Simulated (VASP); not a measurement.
# AlIn2N3 (Cmc2_1) in VASP: further runs, part 3 of 3

VASP 6.6.1. The steps go on from the part before.

### 5 Relaxation of cell and atoms, PBEsol, target pressure 12 GPa, at which the enthalpy is minimised

This run uses another cell than the first one, of 12.66 Å³/atom.

Input file INCAR:

```
SYSTEM = AlIn2N3
PREC = Accurate
ENCUT = 600
EDIFF = 1E-7
ISMEAR = 0
SIGMA = 0.02
LREAL = .FALSE.
LASPH = .TRUE.
NELM = 100
ALGO = Normal
ISIF = 3
LWAVE = .FALSE.
LCHARG = .FALSE.
GGA = PS
IBRION = 2
NSW = 70
EDIFFG = -0.008
PSTRESS = 120.0
KPAR = 4
```

Input file KPOINTS:

```
Automatic mesh
0
G
  6 6 6
  0 0 0
```

Input file POSCAR:

```
AlIn2N3
1.0
    4.9815135101     -2.8659732617      0.0000000000
    4.9815135101      2.8659732617      0.0000000000
    0.0000000000      0.0000000000      5.3198988972
Al In N
2 4 6
Direct
    0.3404409391      0.6595590609      0.9892276905
    0.6595590609      0.3404409391      0.4892276905
    0.9878943480      0.3359159256      0.9870656128
    0.6640840744      0.0121056520      0.9870656128
    0.0121056520      0.6640840744      0.4870656128
    0.3359159256      0.9878943480      0.4870656128
    0.9708295673      0.3324597793      0.3851655105
    0.6675402207      0.0291704327      0.3851655105
    0.0291704327      0.6675402207      0.8851655105
    0.3324597793      0.9708295673      0.8851655105
    0.3675738404      0.6324261596      0.3383100631
    0.6324261596      0.3675738404      0.8383100631
```

Potentials or basis: VASP PAW PBE potentials, release 64 (Al, In_d, N).

Started as:

```console
cat potpaw_PBE.64/Al/POTCAR potpaw_PBE.64/In_d/POTCAR potpaw_PBE.64/N/POTCAR > POTCAR
mpirun -np 4 vasp_std > vasp.out
```

OUTCAR:

```text
SYSTEM = AlIn2N3
   PREC = Accurate
   ENCUT = 600
   EDIFF = 1E-7
   ISMEAR = 0
   LREAL = .FALSE.
   LASPH = .TRUE.
   NELM = 100
   ISIF = 3
   GGA = PS
   IBRION = 2
   NSW = 70
   EDIFFG = -0.008
   PSTRESS = 120.0

 ion  position               nearest neighbor table
   1  0.340  0.660  0.989-   9 1.85  10 1.85  12 1.86  11 1.86   3 3.22   4 3.22   2 3.23   2 3.23
                             5 3.24   6 3.24   6 3.26   5 3.26   3 3.36   4 3.36   4 3.37   3 3.37
   2  0.660  0.340  0.489-   7 1.85   8 1.85  11 1.86  12 1.86   6 3.22   5 3.22   1 3.23   1 3.23
                             3 3.24   4 3.24   4 3.26   3 3.26   5 3.36   6 3.36   6 3.37   5 3.37
   3  0.988  0.336  0.987-   9 2.11  10 2.11  12 2.11   7 2.12   1 3.22   4 3.23   2 3.24   2 3.26
                             5 3.30   5 3.30   6 3.32   6 3.32   4 3.36   4 3.36   1 3.36   1 3.37
   4  0.664  0.012  0.987-  10 2.11   9 2.11  12 2.11   8 2.12   1 3.22   3 3.23   2 3.24   2 3.26
                             6 3.30   6 3.30   5 3.32   5 3.32   3 3.36   3 3.36   1 3.36   1 3.37
   5  0.012  0.664  0.487-   7 2.11   8 2.11  11 2.11   9 2.12   2 3.22   6 3.23   1 3.24   1 3.26
                             3 3.30   3 3.30   4 3.32   4 3.32   6 3.36   6 3.36   2 3.36   2 3.37
   6  0.336  0.988  0.487-   8 2.11   7 2.11  11 2.11  10 2.12   2 3.22   5 3.23   1 3.24   1 3.26
                             4 3.30   4 3.30   3 3.32   3 3.32   5 3.36   5 3.36   2 3.36   2 3.37
   7  0.971  0.332  0.385-   2 1.85   5 2.11   6 2.11   3 2.12
   8  0.668  0.029  0.385-   2 1.85   6 2.11   5 2.11   4 2.12
   9  0.029  0.668  0.885-   1 1.85   3 2.11   4 2.11   5 2.12
  10  0.332  0.971  0.885-   1 1.85   4 2.11   3 2.11   6 2.12
  11  0.368  0.632  0.338-   2 1.86   1 1.86   5 2.11   6 2.11
  12  0.632  0.368  0.838-   1 1.86   2 1.86   3 2.11   4 2.11

  LATTYP: Found a base centered orthorhombic cell.
 ALAT       =     5.7319465234
 B/A-ratio  =     1.7381577060
 C/A-ratio  =     0.9281138398

  Lattice vectors:

 A1 = (  -4.9815135101,  -2.8659732617,   0.0000000000)
 A2 = (   4.9815135101,  -2.8659732617,   0.0000000000)
 A3 = (   0.0000000000,   0.0000000000,   5.3198988972)

Analysis of symmetry for initial positions (statically):
=====================================================================
 Subroutine PRICEL returns:
 Original cell was already a primitive cell.

 Routine SETGRP: Setting up the symmetry group for a
 base centered orthorhombic supercell.
[... 182 lines left out ...]

 number of electron      87.9999989 magnetization

 Free energy of the ion-electron system (eV)
  ---------------------------------------------------
  ext. energy  EPLUGINS =         0.00000000
  ---------------------------------------------------
  free energy    TOTEN  =       -77.10949528 eV

  energy without entropy =      -77.10949528  energy(sigma->0) =      -77.10949528

------------------------ aborting loop because EDIFF is reached ----------------------------------------

  FORCE on cell =-STRESS in cart. coord.  units (eV):
  Direction    XX          YY          ZZ          XY          YZ          ZX
  --------------------------------------------------------------------------------------
  -------------------------------------------------------------------------------------
  Total       11.9087585     11.8481208     11.6979153      0.0000000      0.0000000      0.0000000
  in kB      125.6059611    124.9663928    123.3821212      0.0000000      0.0000000      0.0000000
  external PRESSURE =       4.6514917 kB  Pullay stress =     120.0000000 kB
[... 127 lines left out ...]
  energy  without entropy=      -77.1425594196  energy(sigma->0) =      -77.14255942

  enthalpy is  TOTEN    =       -65.7332058794 eV   P V=       11.4093535401

[... ionic steps 4 to 7 ...]

--------------------------------------- Ionic step        8  -------------------------------------------

 number of electron      87.9999993 magnetization

------------------------ aborting loop because EDIFF is reached ----------------------------------------
[... 91 lines left out ...]
--------------------------------------- Ionic step       10  -------------------------------------------

 number of electron      87.9999994 magnetization

 Free energy of the ion-electron system (eV)
  ---------------------------------------------------
  ext. energy  EPLUGINS =         0.00000000
  ---------------------------------------------------
  free energy    TOTEN  =       -77.13394178 eV

  energy without entropy =      -77.13394178  energy(sigma->0) =      -77.13394178

 E-fermi :   7.2668     XC(G=0): -11.4368

 val. band max:        7.1328572672   @ k =   0.0000   0.0000   0.0000
 cond. band min:       8.3675136690   @ k =   0.0000   0.0000   0.0000
 fundamental gap:      1.2346564018
 Fermi energy:         7.2667723698

 k-point     1 :       0.0000    0.0000    0.0000
  band No.  band energies     occupation
      1      -8.0068      2.00000
      2      -7.7166      2.00000
      3      -7.4949      2.00000
      4      -7.4854      2.00000
      5      -7.3061      2.00000
      6      -7.1165      2.00000
[... 1309 lines left out ...]
     51      13.5732      0.00000
     52      13.8723      0.00000

 [... further k-points ...]
[... 5 lines left out ...]
  --------------------------------------------------------------------------------------
  -------------------------------------------------------------------------------------
  Total       11.3670857     11.4092867     11.4191318      0.0000000      0.0000000      0.0000000
  in kB      119.6525830    120.0968008    120.2004322      0.0000000      0.0000000      0.0000000
  external PRESSURE =      -0.0167280 kB  Pullay stress =     120.0000000 kB
[... 31 lines left out ...]
  energy  without entropy=      -77.1339417768  energy(sigma->0) =      -77.13394178

  enthalpy is  TOTEN    =       -65.7338511820 eV   P V=       11.4000905948

 reached required accuracy - stopping structural energy minimisation
```

CONTCAR:

```text
AlIn2N3
   1.00000000000000
     4.9906713848799651   -2.8688281185575191    0.0000000000000000
     4.9906713848799651    2.8688281185575191    0.0000000000000000
     0.0000000000000000    0.0000000000000000    5.3155002151454989
  Al              In              N
     2     4     6
Direct
     0.3400678399412441    0.6599321600587560    0.9890999083472524
     0.6599321600587560    0.3400678399412441    0.4890999083472524
     0.9869727318993389    0.3364412499489607    0.9865138366697715
     0.6635587500510394    0.0130272681006610    0.9865138366697715
     0.0130272681006610    0.6635587500510394    0.4865138366697715
     0.3364412499489607    0.9869727318993389    0.4865138366697715
     0.9710877589021241    0.3321473915600986    0.3860228023164798
     0.6678526084399012    0.0289122410978759    0.3860228023164798
     0.0289122410978759    0.6678526084399012    0.8860228023164796
     0.3321473915600986    0.9710877589021241    0.8860228023164796
     0.3684357296375158    0.6315642703624841    0.3378268138802587
     0.6315642703624841    0.3684357296375158    0.8378268138802586

  0.00000000E+00  0.00000000E+00  0.00000000E+00
  0.00000000E+00  0.00000000E+00  0.00000000E+00
  0.00000000E+00  0.00000000E+00  0.00000000E+00
  0.00000000E+00  0.00000000E+00  0.00000000E+00
  0.00000000E+00  0.00000000E+00  0.00000000E+00
  0.00000000E+00  0.00000000E+00  0.00000000E+00
  0.00000000E+00  0.00000000E+00  0.00000000E+00
  0.00000000E+00  0.00000000E+00  0.00000000E+00
  0.00000000E+00  0.00000000E+00  0.00000000E+00
  0.00000000E+00  0.00000000E+00  0.00000000E+00
  0.00000000E+00  0.00000000E+00  0.00000000E+00
  0.00000000E+00  0.00000000E+00  0.00000000E+00
```

It took 29 min on 4 MPI ranks of Oxide Virtual Turin-like, shared host; peak memory 0.59 GiB.

Results:

- Free energy: -77.1339 eV
- Relaxed volume: 12.68 Å³/atom
- Relaxed cell: a = 5.756 Å, b = 5.756 Å, c = 5.316 Å, α = 90.00°, β = 90.00°, γ = 59.78°
- Space group after relaxing (to 0.1 Å): Cmc2_1 (No. 36)
- Energy change on relaxing (the run minimises the enthalpy): -2.0 meV/atom
- Ionic steps: 10
- Pressure after relaxing: 12.0 GPa
- Largest force after relaxing: 0.007 eV/Å
- Band gap on the k mesh: 1.23 eV

Forces in eV/Å, atoms in the order of the input:
```
Al   0.000  0.000  0.002
Al   0.000  0.000  0.002
In  -0.001  0.006  0.003
In   0.001  0.006  0.003
In   0.001 -0.006  0.003
In  -0.001 -0.006  0.003
N   -0.004 -0.002 -0.004
N    0.004 -0.002 -0.004
N    0.004  0.002 -0.004
N   -0.004  0.002 -0.004
N    0.000 -0.002  0.001
N    0.000  0.002  0.001
```

The path:
```csv
step,energy change (eV),largest force (eV/Å),pressure (GPa),volume (Å³)
1,0.0000,0.0676,12.47,151.90
2,-0.0608,0.0310,11.34,152.71
3,-0.0331,0.0323,11.87,152.33
4,-0.0270,0.0150,11.97,152.25
5,-0.0238,0.0195,12.02,152.20
6,-0.0247,0.0174,12.00,152.21
7,-0.0255,0.0221,11.99,152.22
8,-0.0241,0.0107,12.00,152.20
9,-0.0242,0.0104,12.00,152.20
10,-0.0244,0.0069,12.00,152.21
```

Final structure:
```
Al In N
1.0
     4.99067   -2.86883    0.00000
     4.99067    2.86883    0.00000
     0.00000    0.00000    5.31550
Al In N
2 4 6
Direct
  0.34007 0.65993 0.98910
  0.65993 0.34007 0.48910
  0.98697 0.33644 0.98651
  0.66356 0.01303 0.98651
  0.01303 0.66356 0.48651
  0.33644 0.98697 0.48651
  0.97109 0.33215 0.38602
  0.66785 0.02891 0.38602
  0.02891 0.66785 0.88602
  0.33215 0.97109 0.88602
  0.36844 0.63156 0.33783
  0.63156 0.36844 0.83783
```

Levels at points of the mesh, in eV from the valence-band top:
```csv
k point,band 42,band 43,band 44,band 45,band 46,band 47
"(0.00, 0.00, 0.00)",-0.07,-0.02,0.00,1.23,3.88,4.98
"(0.50, 0.00, 0.00)",-0.72,-0.71,-0.48,3.92,3.99,5.09
"(0.50, 0.50, 0.00)",-0.81,-0.58,-0.45,3.91,4.04,4.69
"(0.00, 0.00, 0.50)",-0.37,-0.27,-0.27,3.55,3.55,6.25
"(0.50, 0.00, 0.50)",-1.08,-1.02,-1.02,4.20,4.20,4.72
"(0.50, 0.50, 0.50)",-1.12,-0.82,-0.82,4.20,4.20,4.87
```

Caveat: the cell is relaxed towards a set pressure, so the run minimises the enthalpy, not the energy; the PAW data sets were made with another functional, which shifts forces and pressure a little; spin-orbit coupling is left out, which moves the levels of the heavy elements.

### 6 Summary

| task | cell | cutoff (eV) | gap on the mesh (eV) | pressure (GPa) | largest force (eV/Å) |
| --- | --- | --- | --- | --- | --- |
| single point | a = 5.965, b = 5.965, c = 5.527 Å, angles 90.0, 90.0, 59.8°, 12 atoms, atomic positions A | 520 | 0.77 | -6.2 | 0.03 |
| relaxation of cell and atoms | relaxed from a = 5.940, b = 5.940, c = 5.500 Å, angles 90.0, 90.0, 59.8°, 12 atoms, atomic positions B | 600 | 0.95 | 0.0 | - |
| single point | a = 6.053, b = 6.053, c = 5.347 Å, angles 90.0, 90.0, 59.8°, 12 atoms, atomic positions C | 600 | 0.77 | -5.9 | 0.23 |
| relaxation of cell and atoms | relaxed to 12 GPa from a = 5.747, b = 5.747, c = 5.320 Å, angles 90.0, 90.0, 59.8°, 12 atoms, atomic positions D | 600 | 1.23 | 12.0 | 0.01 |

Alike in all rows: level PBEsol; potentials or basis VASP PAW PBE potentials, release 64 (Al, In_d, N); no spin polarisation; k mesh 6 × 6 × 6; smearing gaussian 0.02 eV.

Caveats: the PAW data sets were made with another functional, which shifts forces and pressure a little; spin-orbit coupling is left out, which moves the levels of the heavy elements; semilocal functionals underestimate gaps, and a narrow one can read as zero (at least some runs); the cell stands under tension (at least some runs); the stress differs along the axes, from -9 to 1 GPa (at least some runs); the cell is relaxed towards a set pressure, so the run minimises the enthalpy, not the energy (at least some runs).

Absolute energies hang on the potentials; compare differences alone.
